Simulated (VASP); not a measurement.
SiGe, 4 atoms in the cell. Symmetry: P6_3/mmc, No. 194, hexagonal system. The conventional cell has a = 3.686 Å, b = 3.686 Å, c = 6.131 Å, α = 90.00°, β = 90.00°, γ = 120.00°. Within 3.5 Å of Ge (site symmetry -3m) lie 6 Si at 2.62 Å and 2 Ge at 3.07 Å. Within 3.5 Å of Si (site symmetry -6m2) lie 6 Ge at 2.62 Å. 

* Program: VASP 6.6.1
* Task: single point
* Functional: PBE
* Potentials or basis: VASP PAW PBE potentials, release 64 (Ge_d, Si)
* Cutoff: 500 eV
* k mesh: 6 × 6 × 4
* Occupations: fermi-dirac, width 0.02 eV
* Spin: collinear spin, zero start
* Starting moments: [0.0, 0.0, 0.0, 0.0] μB
* Dipole correction: no
* Further INCAR settings: ALGO = Normal; EDIFF = 1e-06; NBANDS = 30

Potentials or basis: VASP PAW PBE potentials, release 64 (Ge_d, Si).

The run is started by

```sh
$ cat potpaw_PBE.64/Ge_d/POTCAR potpaw_PBE.64/Si/POTCAR > POTCAR
$ mpirun -np 1 vasp_std > vasp.out
```

Hardware: 1 thread of Intel(R) Xeon(R) Platinum 8488C (Sapphire Rapids) (shared host).

Question: Estimate the wall time of this run.

Answer: It took 41 s on 1 thread of Intel(R) Xeon(R) Platinum 8488C (Sapphire Rapids), with other jobs on the host, peak memory 0.24 GiB. Counts: scf iterations 11, k points 21.
